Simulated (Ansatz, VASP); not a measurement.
HfSiO4 in VASP and in Ansatz

```
CELL_PARAMETERS angstrom
-3.28625 3.28625 2.98160
3.28625 -3.28625 2.98160
3.28625 3.28625 -2.98160
ATOMIC_POSITIONS crystal
Hf 0.75000 0.25000 0.50000
Hf 0.00000 0.00000 0.00000
Si 0.25000 0.75000 0.50000
Si 0.50000 0.50000 0.00000
O 0.13400 0.31928 0.81472
O 0.06928 0.75456 0.68528
O 0.50456 0.31928 0.18528
O 0.04910 0.36479 0.30582
O 0.61600 0.93072 0.68528
O 0.68072 0.86600 0.18528
O 0.24544 0.93072 0.31472
O 0.68072 0.49544 0.81472
```

Alike in both runs: task electric field gradients; functional PBE; k mesh 5 × 5 × 5; occupations fermi-dirac, width 0.02 eV; no spin polarisation.

```csv
,VASP,Ansatz
version,VASP 6.6.1,Ansatz 0.2.0
potentials or method,"VASP PAW PBE potentials, release 64 (Hf_pv, Si, O)","plane-wave PAW, scalar-relativistic"
plane-wave cutoff (eV),520,420
valence electrons in the cell,76,108
```

Ansatz gave:

```
gap on the k mesh at the Fermi level (eV)                     : 5.50
pressure (GPa)                                                : 6.8
traceless stress, the component that is largest in VASP (GPa) : -1.39
rms of the force components (eV/Å)                            : 0.508
size of Vzz on the site where it differs most (V/Å²)          : 160.0
```

Q: What did VASP give for the same quantities?

A: gap on the k mesh at the Fermi level (eV): 5.45; pressure (GPa): 5.0; traceless stress, the component that is largest in VASP (GPa): -1.39; rms of the force components (eV/Å): 0.480; size of Vzz on the site where it differs most (V/Å²): 143.6.

Atom by atom the forces differ by 0.091 eV/Å (rms over components). VASP's potentials hold 76 valence electrons a cell and Ansatz's 108, so a difference there can come from the potentials and not from the codes.

Neither program's run includes spin-orbit coupling.
